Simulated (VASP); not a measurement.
Here is a VASP 6.6.1 calculation.

The input INCAR:

```
  PREC = Accurate
  ENCUT = 520
  EDIFF = 1E-6
  ISMEAR = -1
  SIGMA = 0.03
  LREAL = F
  LASPH = T
  NELM = 60
  ALGO = Normal
  ISIF = 2
  LWAVE = F
  LCHARG = F
  GGA = CA
  NBANDS = 14
```

Contents of KPOINTS:

```
Automatic mesh
0
Gamma
  16 16 16
```

POSCAR

```
Rh
1.0
    0.0000000000      1.8825345000      1.9015500000
    1.8825345000      0.0000000000      1.9015500000
    1.8825345000      1.8825345000      0.0000000000
Rh
1
Direct
    0.0000000000      0.0000000000      0.0000000000
```

Potentials or basis: VASP PAW LDA potentials, release 64 (Rh_pv).

Command:

```console
$ cat potpaw_LDA.64/Rh_pv/POTCAR > POTCAR
$ mpirun -np 1 vasp_std > vasp.out
```

Question: What does it give for the pressure?

Answer: -4.9 GPa.

Stress tensor (GPa, compression positive):
```
-4.00  0.00  0.00
 0.00 -4.00  0.00
 0.00  0.00 -6.55
```

Caveat: the cell differs from its parent crystal (equal xx and yy strain of -1 %).
